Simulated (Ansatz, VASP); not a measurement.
One calculation of V, two programs

```
V
1.0
    -1.48274    1.48274    1.51300
     1.48274   -1.48274    1.51300
     1.48274    1.48274   -1.51300
V
1
Direct
  0.00000 0.00000 0.00000
```

Change from the starting cell: equal xx and yy strain of -2 %, crystal datasets.

Alike in both runs: task electric field gradients; functional PBE; k mesh 19 × 19 × 19; occupations fermi-dirac, width 0.03 eV; collinear spin.

|  | VASP | Ansatz |
| --- | --- | --- |
| version | VASP 6.6.1 | Ansatz 0.2.0 |
| potentials or method | VASP PAW PBE potentials, release 64 (V_sv), cutoff 520 eV | all-electron PAW with datasets made for the crystal, scalar-relativistic |

```csv
,VASP,Ansatz,Ansatz less VASP
pressure (GPa),2.3,2.0,-0.30
"traceless stress, the component that is largest in VASP (GPa)",-1.86,-1.86,+0.002
net moment per atom (μB),0.00,0.00,0.000
size of Vzz on the site where it differs most (V/Å²),1.9,1.9,-0.03
```

Ansatz ran all-electron here, and VASP with PAW potentials. Ansatz's warnings: seeded moment not kept.
